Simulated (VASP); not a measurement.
Wanted: the native input for a VASP 6.6.1 run.

| Item | Value |
| --- | --- |
| Task | single point |
| Functional | PBE |
| Potentials or basis | VASP PAW PBE potentials, release 64 (Mn_pv, S) |
| Cutoff | 520 eV |
| k mesh | 4 × 8 × 8 |
| Occupations | fermi-dirac, width 0.05 eV |
| Spin | no spin polarisation |
| Dipole correction | no |
| Further INCAR settings | ALGO = Normal; EDIFF = 1e-07; NBANDS = 27 |

The structure of MnS lies in POSCAR:

```
MnS
1.0
    0.0000000000      5.2090000000      5.2090000000
    2.6045000000      0.0000000000      2.6045000000
    2.6045000000      2.6045000000      0.0000000000
Mn S
2 2
Direct
    0.0000000000      0.0000000000      0.0000000000
    0.5000000000      0.0000000000      0.0000000000
    0.2500000000      0.5000000000      0.5000000000
    0.7500000000      0.5000000000      0.5000000000
```

These files were run (other wordings do the same):

INCAR

```
SYSTEM = MnS
  PREC = Accurate
  ENCUT = 520
  EDIFF = 1E-7
  ISMEAR = -1
  SIGMA = 0.05
  LREAL = .FALSE.
  LASPH = .TRUE.
  NELM = 80
  ALGO = Normal
  ISIF = 2
  LWAVE = .FALSE.
  LCHARG = .FALSE.
  GGA = PE
  NBANDS = 27
```

KPOINTS

```
regular mesh
0
G
  4 8 8
  0 0 0
```

Potentials or basis: VASP PAW PBE potentials, release 64 (Mn_pv, S).

Launch:

```sh
$ cat potpaw_PBE.64/Mn_pv/POTCAR potpaw_PBE.64/S/POTCAR > POTCAR
$ mpirun -np 1 vasp_std > vasp.out
```

Results of the run:

* Pressure: -23.4 GPa
* Band gap on the k mesh: zero (bands 19 and 20 overlap by 0.44 eV)

Caveat: the cell stands under tension; the run has no spin polarisation, though such a crystal can be magnetic; semilocal functionals often make such compounds metallic where correlation or magnetic order opens a gap, which also shifts bond lengths.

It took 100 s on 1 thread of Oxide Virtual Turin-like Processor, on a shared host, peak memory 0.18 GiB.
